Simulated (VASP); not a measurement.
Runs of VASP 6.6.1 on CdS. Symmetry: F-43m, No. 216, cubic system. The conventional cell has a = 5.878 Å, b = 5.878 Å, c = 5.878 Å, α = 90.00°, β = 90.00°, γ = 90.00°. Cd (site symmetry -43m) has 4 S at 2.55 Å within 3.4 Å. S (site symmetry -43m) has 4 Cd at 2.55 Å within 3.4 Å. 

```csv
level,potentials or basis,k mesh,grid for exact exchange (PRECFOCK),screening parameter,gap on the mesh (eV),pressure (GPa)
PBE,"VASP PAW PBE potentials, release 64 (Cd, S)",6 × 6 × 6,-,-,1.10,1.7
LDA,"VASP PAW LDA potentials, release 64 (Cd, S)",4 × 4 × 4,-,-,0.82,(a)
r2SCAN,"VASP PAW PBE potentials, release 64 (Cd, S)",4 × 4 × 4,-,-,1.53,0.4
HSE06,"VASP PAW PBE potentials, release 64 (Cd, S)",4 × 4 × 4,Normal,0.2079 1/Å,(b),0.6
PBE,"VASP PAW PBE potentials, release 64 (Cd, S)",4 × 4 × 4,-,-,1.09,1.9
```

Alike in all rows: task single point; no spin polarisation; cell as given; cutoff (eV) 520; smearing gaussian 0.01 eV.

**Question.** Estimate the missing entries.

**Answer.** (a) -3.1; (b) 2.12.

Caveats: some runs use coarse meshes; the PAW data sets were made with another functional, which shifts forces and pressure a little (some runs).

A k mesh can miss the band edges, and the runs leave out spin-orbit coupling on Cd.
